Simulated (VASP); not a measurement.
# Ge (Fd-3m) in VASP: a series of runs

Ge is run at these levels: r2SCAN, PBE; tasks: single point.

Everything below comes from runs of VASP 6.6.1. Logs are shortened: lines on timing, memory, paths and dates and some standing lists are left out, and cuts for length are marked.

### Step 1. The cell of the first run

Symmetry: Fd-3m, No. 227, cubic system. The conventional cell has a = 5.675 Å, b = 5.675 Å, c = 5.675 Å, α = 90.00°, β = 90.00°, γ = 90.00°. Ge (site symmetry -43m) has 4 Ge at 2.46 Å within 3.2 Å.

### Step 2. Single point, r2SCAN

The input, POSCAR:

```
Ge
1.0
    0.0000000000      2.8374270000      2.8374270000
    2.8374270000      0.0000000000      2.8374270000
    2.8374270000      2.8374270000      0.0000000000
Ge
2
Direct
    0.5000000000      0.5000000000      0.5000000000
    0.7500000000      0.7500000000      0.7500000000
```

The input, INCAR.step1:

```
ALGO     = Normal         # electronic algorithm
EDIFF    = 1E-4           # SCF threshold, eV
ENCUT    = 520            # plane-wave cutoff, eV
GGA      = PE             # functional
ISMEAR   = -1             # smearing method
LASPH    = T              # aspherical terms in the spheres
LCHARG   = F              # write CHGCAR
LREAL    = F              # projectors in reciprocal space
LWAVE    = T              # write WAVECAR
NBANDS   = 21             # bands
NELM     = 60             # most SCF steps
PREC     = Accurate       # precision mode
SIGMA    = 0.1            # smearing width, eV
```

The input, INCAR.step2:

```
ALGO     = Normal         # electronic algorithm
EDIFF    = 1E-6           # SCF threshold, eV
ENCUT    = 520            # plane-wave cutoff, eV
ISIF     = 2              # what is computed and relaxed
ISMEAR   = -1             # smearing method
ISTART   = 1            
LASPH    = T              # aspherical terms in the spheres
LCHARG   = T              # write CHGCAR
LELF     = T              # ELF
LMIXTAU  = T            
LREAL    = F              # projectors in reciprocal space
LVHAR    = T            
LWAVE    = F              # write WAVECAR
METAGGA  = R2SCAN         # meta-GGA
NBANDS   = 21             # bands
NELM     = 60             # most SCF steps
PREC     = Accurate       # precision mode
SIGMA    = 0.1            # smearing width, eV
```

The input, KPOINTS:

```
k-points
0
Gamma
  7 7 7
```

Potentials or basis: VASP PAW PBE potentials, release 64 (Ge_d).

Started as:

```sh
$ cat potpaw_PBE.64/Ge_d/POTCAR > POTCAR
$ cp INCAR.step1 INCAR
$ mpirun -np 1 vasp_std > vasp.out
$ cp INCAR.step2 INCAR
$ mpirun -np 1 vasp_std > vasp.out
```

OUTCAR:

```text
EDIFF = 1E-6
   ENCUT = 520
   ISIF = 2
   ISMEAR = -1
   ISTART = 1
   LASPH = T
   LREAL = F
   METAGGA = R2SCAN
   NELM = 60
   PREC = Accurate

 ion  position               nearest neighbor table
   1  0.500  0.500  0.500-   2 2.46   2 2.46   2 2.46   2 2.46
   2  0.750  0.750  0.750-   1 2.46   1 2.46   1 2.46   1 2.46

  LATTYP: Found a face centered cubic cell.
 ALAT       =     5.6748540000

  Lattice vectors:

 A1 = (   0.0000000000,   2.8374270000,   2.8374270000)
 A2 = (   2.8374270000,   0.0000000000,   2.8374270000)
 A3 = (   2.8374270000,   2.8374270000,   0.0000000000)

Analysis of symmetry for initial positions (statically):
[... 6 lines left out ...]

 Subroutine GETGRP returns: Found 48 space group operations
 (whereof 24 operations were pure point group operations)
 out of a pool of 48 trial point group operations.

The static configuration has the point symmetry T_d .
 The point group associated with its full space group is O_h .

Analysis of symmetry for dynamics (positions and initial velocities):
[... 6 lines left out ...]

 Subroutine GETGRP returns: Found 48 space group operations
 (whereof 24 operations were pure point group operations)
 out of a pool of 48 trial point group operations.

The dynamic configuration has the point symmetry T_d .
 The point group associated with its full space group is O_h .

 Subroutine INISYM returns: Found 48 space group operations
 (whereof 24 operations are pure point group operations),
 and found     1 'primitive' translations

----------------------------------------------------------------------------------------

                                     Primitive cell

  volume of cell :      45.6882

  direct lattice vectors                    reciprocal lattice vectors
     0.000000000  2.837427000  2.837427000    -0.176215987  0.176215987  0.176215987
     2.837427000  0.000000000  2.837427000     0.176215987 -0.176215987  0.176215987
     2.837427000  2.837427000  0.000000000     0.176215987  0.176215987 -0.176215987

  length of vectors
     4.012727746  4.012727746  4.012727746     0.305215043  0.305215043  0.305215043

  position of ions in fractional coordinates (direct lattice)
     0.500000000  0.500000000  0.500000000
     0.750000000  0.750000000  0.750000000

  ion indices of the primitive-cell ions
   primitive index   ion index
                 1           1
                 2           2

----------------------------------------------------------------------------------------

 KPOINTS: k-points

Automatic generation of k-mesh.
 Grid dimensions read from file:
 generate k-points for:    7    7    7

 Generating k-lattice:

  Cartesian coordinates                     Fractional coordinates (reciprocal lattice)
    -0.025173712  0.025173712  0.025173712     0.142857143  0.000000000  0.000000000
     0.025173712 -0.025173712  0.025173712     0.000000000  0.142857143  0.000000000
     0.025173712  0.025173712 -0.025173712     0.000000000  0.000000000  0.142857143

  Length of vectors
     0.043602149  0.043602149  0.043602149

  Shift w.r.t. Gamma in fractional coordinates (k-lattice)
     0.000000000  0.000000000  0.000000000

 Subroutine IBZKPT returns following result:
 ===========================================

 Found     20 irreducible k-points:

 Following reciprocal coordinates:
            Coordinates               Weight
  0.000000  0.000000  0.000000      1.000000
  0.142857  0.000000  0.000000      8.000000
  0.285714  0.000000  0.000000      8.000000
  0.428571  0.000000  0.000000      8.000000
  0.142857  0.142857  0.000000      6.000000
  0.285714  0.142857  0.000000     24.000000
[... 12 lines left out ...]
 -0.428571  0.428571  0.142857     24.000000
 -0.285714  0.428571  0.142857     24.000000
   k-points           NKPTS =     20   k-points in BZ     NKDIM =     20   number of bands    NBANDS=     21
   number of dos      NEDOS =    301   number of ions     NIONS =      2
   total plane-waves  NPLWV =  27000
   dimension x,y,z NGX =    30 NGY =   30 NGZ =   30
   dimension x,y,z NGXF=    60 NGYF=   60 NGZF=   60
   ions per type =               2
   NGX,Y,Z   is equivalent  to a cutoff of  12.43, 12.43, 12.43 a.u.
   NGXF,Y,Z  is equivalent  to a cutoff of  24.86, 24.86, 24.86 a.u.
 SYSTEM =  unknown system
   PREC   = accura    normal or accurate (medium, high low for compatibility)
   ISTART =      1    job   : 0-new  1-cont  2-samecut
   ICHARG =      0    charge: 1-file 2-atom 10-const
   ISPIN  =      1    spin polarized calculation?
   LNONCOLLINEAR =      F non collinear calculations
   LSORBIT =      F    spin-orbit coupling
   LASPH  =      T    aspherical Exc in radial PAW
   ENCUT  =  520.0 eV  38.22 Ry    6.18 a.u.   7.46  7.46  7.46*2*pi/ulx,y,z
   NELM   =     60;   NELMIN=  2; NELMDL=  0     # of ELM steps
   EDIFF  = 0.1E-05   stopping-criterion for ELM
   LREAL  =      F    real-space projection
   EDIFFG = 0.1E-04   stopping-criterion for IOM
   NSW    =      0    number of steps for IOM
   IBRION =     -1    ionic relax: 0-MD 1-quasi-New 2-CG
   NFREE  =      0    steps in history (QN), initial steepest desc. (CG)
   ISIF   =      2    stress and relaxation
   ISYM   =      2    0-nonsym 1-usesym 2-fastsym
   POTIM  = 0.5000    time-step for ionic-motion
   TEBEG  =    0.0;   TEEND  =   0.0 temperature during run
   PSTRESS=    0.0 pullay stress
   NELECT =      28.0000    total number of electrons
   NUPDOWN=      -1.0000    fix difference up-down
   EMIN   =  10.00;   EMAX   =-10.00  energy-range for DOS
   EFERMI =   0.00;   METHOD = LEGACY
   ISMEAR =    -1;   SIGMA  =   0.10  broadening in eV -4-tet -1-fermi 0-gaus
   EFERMI_NEDOS =   21; number of points for ismear=-14 and -15
   IALGO  =     38    algorithm
   IMIX   =      4    mixing-type and parameters
     AMIX     =   0.40;   BMIX     =  1.00
     AMIX_MAG =   1.60;   BMIX_MAG =  1.00
  volume/ion in A,a.u.               =      22.84       154.16
  Fermi-wavevector in a.u.,A,eV,Ry     =   1.390570  2.627796 26.309375  1.933685
  Thomas-Fermi vector in A             =   2.514492
   LORBIT       =      0    0 simple, 1 ext, 2 COOP (PROOUT), +10 PAW based schemes
   METAGGA = R2SCAN    functional components
   LHFCALC =     F    Hartree Fock is set to
   AEXX    =    0.0000 exact exchange contribution
   IVDW    =     0    specifies the selected vdW correction
   LEPSILON=     F    determine dielectric tensor
   LRPA    =     F    only Hartree local field effects (RPA)
 non-spin polarized calculation
  energy-cutoff  :      520.00
  volume of cell :       45.69
 maximum number of plane-waves:      1246
 NGX is ok and might be reduce to    30
   NGX = 15   NGY = 15   NGZ = 15

 number of electron      28.0000014 magnetization

 Free energy of the ion-electron system (eV)
  ---------------------------------------------------
  ext. energy  EPLUGINS =         0.00000000
  ---------------------------------------------------
  free energy    TOTEN  =       -27.72727410 eV

  energy without entropy =      -27.72495013  energy(sigma->0) =      -27.72611211

 E-fermi :   4.8721     XC(G=0): -10.7703

 val. band max:        4.7157944294   @ k =   0.0000   0.0000   0.0000
 cond. band min:       5.0331453657   @ k =   0.0000   0.0000   0.0000
 fundamental gap:      0.3173509363
 Fermi energy:         4.8721024143

 k-point     1 :       0.0000    0.0000    0.0000
  band No.  band energies     occupation
      1     -20.7656      2.00000
      2     -20.7656      2.00000
      3     -20.7656      2.00000
      4     -20.7270      2.00000
      5     -20.7270      2.00000
      6     -20.5144      2.00000
[... 13 lines left out ...]
     20      14.6268      0.00000
     21      14.6268      0.00000

 k-point     2 :       0.1429    0.0000    0.0000
  band No.  band energies     occupation
      1     -20.7755      2.00000
      2     -20.7755      2.00000
      3     -20.7624      2.00000
      4     -20.7127      2.00000
      5     -20.7127      2.00000
      6     -20.5266      2.00000
[... 13 lines left out ...]
     20      13.6425      0.00000
     21      13.6425      0.00000

 k-point     3 :       0.2857    0.0000    0.0000
  band No.  band energies     occupation
      1     -20.7861      2.00000
      2     -20.7861      2.00000
      3     -20.7549      2.00000
      4     -20.6937      2.00000
      5     -20.6937      2.00000
      6     -20.5399      2.00000
[... 13 lines left out ...]
     20      13.7143      0.00000
     21      13.7143      0.00000

 k-point     4 :       0.4286    0.0000    0.0000
  band No.  band energies     occupation
      1     -20.7901      2.00000
      2     -20.7901      2.00000
      3     -20.7487      2.00000
      4     -20.6849      2.00000
      5     -20.6849      2.00000
      6     -20.5446      2.00000
[... 13 lines left out ...]
     20      15.5929      0.00000
     21      15.5929      0.00000

 k-point     5 :       0.1429    0.1429    0.0000
  band No.  band energies     occupation
      1     -20.7740      2.00000
      2     -20.7730      2.00000
      3     -20.7730      2.00000
      4     -20.7150      2.00000
      5     -20.6971      2.00000
      6     -20.5550      2.00000
[... 13 lines left out ...]
     20      13.2696      0.00000
     21      14.9900      0.00000
[... 286 lines left out ...]
     20      15.7480      0.00000
     21      16.5723      0.00000

 k-point    18 :      -0.4286    0.2857    0.1429
  band No.  band energies     occupation
      1     -20.8122      2.00000
      2     -20.8020      2.00000
      3     -20.7148      2.00000
      4     -20.6626      2.00000
      5     -20.6387      2.00000
      6     -20.6079      2.00000
[... 13 lines left out ...]
     20      15.6620      0.00000
     21      17.1060      0.00000

 k-point    19 :      -0.4286    0.4286    0.1429
  band No.  band energies     occupation
      1     -20.8086      2.00000
      2     -20.8073      2.00000
      3     -20.7108      2.00000
      4     -20.6622      2.00000
      5     -20.6367      2.00000
      6     -20.5962      2.00000
[... 13 lines left out ...]
     20      16.4105      0.00000
     21      18.2360      0.00000

 k-point    20 :      -0.2857    0.4286    0.1429
  band No.  band energies     occupation
      1     -20.8172      2.00000
      2     -20.8080      2.00000
      3     -20.6936      2.00000
      4     -20.6453      2.00000
      5     -20.6300      2.00000
      6     -20.6056      2.00000
[... 13 lines left out ...]
     20      16.0394      0.00000
     21      18.4632      0.00000

------------------------ aborting loop because EDIFF is reached ----------------------------------------

  FORCE on cell =-STRESS in cart. coord.  units (eV):
  Direction    XX          YY          ZZ          XY          YZ          ZX
  --------------------------------------------------------------------------------------
  -------------------------------------------------------------------------------------
  Total        0.0077158      0.0077158      0.0077158      0.0000000     -0.0000000      0.0000000
  in kB        0.2705741      0.2705741      0.2705741      0.0000000     -0.0000000      0.0000000
  external PRESSURE =       0.2705741 kB  Pullay stress =       0.0000000 kB

 VOLUME and BASIS-vectors are now :
 -----------------------------------------------------------------------------
  energy-cutoff  :      520.00
  volume of cell :       45.69
      direct lattice vectors                 reciprocal lattice vectors
     0.000000000  2.837427000  2.837427000    -0.176215987  0.176215987  0.176215987
     2.837427000  0.000000000  2.837427000     0.176215987 -0.176215987  0.176215987
     2.837427000  2.837427000  0.000000000     0.176215987  0.176215987 -0.176215987

 POSITION                                       TOTAL-FORCE (eV/Angst)
 -----------------------------------------------------------------------------------
      2.83743      2.83743      2.83743         0.000000     -0.000000     -0.000000
      4.25614      4.25614      4.25614        -0.000000      0.000000      0.000000
 -----------------------------------------------------------------------------------
    total drift:                                0.000000     -0.000000     -0.000000

  FREE ENERGIE OF THE ION-ELECTRON SYSTEM (eV)
  ---------------------------------------------------
  free  energy   TOTEN  =       -27.7272740959 eV

  energy  without entropy=      -27.7249501331  energy(sigma->0) =      -27.72611211
```

Run time: 54 s. Hardware: 1 thread of Intel Xeon Platinum 8559C (Emerald Rapids), shared host; peak memory 0.17 GiB.

What came out:

| Quantity | Value |
| --- | --- |
| Free energy | -27.7273 eV |
| Pressure | 0.0 GPa |
| Band gap on the k mesh | 0.32 eV, direct |

Caveat: the PAW data sets were made with another functional, which shifts forces and pressure a little. A k mesh can miss the band edges.

### Step 3. Single point, PBE, non-collinear spin, zero start, spin-orbit coupling

The input, INCAR:

```
SYSTEM = Ge
PREC     = Accurate       ! precision mode
ENCUT    = 520            ! plane-wave cutoff, eV
EDIFF    = 1E-7           ! SCF threshold, eV
ISMEAR   = -1             ! smearing method
SIGMA    = 0.1            ! smearing width, eV
LREAL    = .False.        ! projectors in reciprocal space
LASPH    = .True.         ! aspherical terms in the spheres
NELM     = 150            ! most SCF steps
ALGO     = Normal         ! electronic algorithm
ISIF     = 2              ! what is computed and relaxed
LWAVE    = .False.        ! write WAVECAR
LCHARG   = .False.        ! write CHGCAR
MAGMOM   = 0 0 0 0 0 0    ! initial moments
LORBIT   = 11             ! projections on sites
LSORBIT  = .True.         ! spin-orbit coupling
GGA_COMPAT= .False.      
LORBMOM  = .True.       
GGA      = PE             ! functional
NBANDS   = 40             ! bands
```

The input, KPOINTS:

```
Automatic mesh
0
Gamma
  7 7 7
  0 0 0
```

POSCAR is that of step 2.

Potentials or basis: VASP PAW PBE potentials, release 64 (Ge_d).

Started as:

```sh
$ cat potpaw_PBE.64/Ge_d/POTCAR > POTCAR
$ mpirun -np 1 vasp_ncl > vasp.out
```

It took 38 s on 1 thread of Intel Xeon 6975P-C (Granite Rapids), shared host; peak memory 0.29 GiB.

It converged, with:

```
Free energy                                           : -9.0173 eV
Pressure                                              : 3.0 GPa
Net moment                                            : 0.00 μB per cell
Valence electrons inside the program's atomic spheres : Ge 12.41
```

Moments on the atoms (μB; x, y, z):
```
Ge  0.00 0.00 0.00
Ge  0.00 0.00 0.00
```

### Step 4. Single point, PBE, non-collinear spin, zero start, spin-orbit coupling

The input, INCAR:

```
  ALGO = Normal
  EDIFF = 1E-6
  ENCUT = 520
  GGA = PE
  GGA_COMPAT = False
  ISIF = 2
  ISMEAR = -1
  LASPH = True
  LCHARG = False
  LORBIT = 11
  LORBMOM = True
  LREAL = False
  LSORBIT = True
  LWAVE = False
  MAGMOM = 0 0 0 0 0 0
  NBANDS = 40
  NELM = 150
  PREC = Accurate
  SIGMA = 0.1
```

The input, KPOINTS:

```
k-points
0
Gamma
  7 7 7
```

POSCAR is that of step 3.

Started as:

```sh
$ cat potpaw_PBE.64/Ge_d/POTCAR > POTCAR
$ mpirun -np 1 vasp_ncl > vasp.out
```

Run time: 36 s. Hardware: 1 thread of Intel Xeon 6975P-C (Granite Rapids), shared host; peak memory 0.29 GiB.

It converged, with:

```
Free energy                                           : -9.0173 eV
Pressure                                              : 3.0 GPa
Net moment                                            : 0.00 μB per cell
Valence electrons inside the program's atomic spheres : Ge 12.41
```

Moments on the atoms (μB; x, y, z):
```
Ge  0.00 0.00 0.00
Ge  0.00 0.00 0.00
```
